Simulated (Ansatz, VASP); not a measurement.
One calculation of Sr, two programs

```
CELL_PARAMETERS angstrom
0.00000 3.00811 3.00811
3.00811 0.00000 3.00811
3.00811 3.00811 0.00000
ATOMIC_POSITIONS crystal
Sr 0.00000 0.00000 0.00000
```

Change from the starting cell: volume scaled by 0.975, PAW files.

Alike in both runs: task electric field gradients; functional r2SCAN; k mesh 9 × 9 × 9; occupations fermi-dirac, width 0.03 eV; no spin polarisation.

```csv
,VASP,Ansatz
version,VASP 6.6.1,Ansatz 0.2.0
potentials or method,"VASP PAW PBE potentials, release 64 (Sr_sv)","PAW with Ansatz's default frozen-core files, scalar-relativistic"
plane-wave cutoff (eV),520,500
valence electrons in the cell,10,10
```

|  | VASP | Ansatz | Ansatz less VASP |
| --- | --- | --- | --- |
| pressure (GPa) | 0.5 | 0.5 | -0.01 |

VASP's potentials were made for PBE, not for r2SCAN.
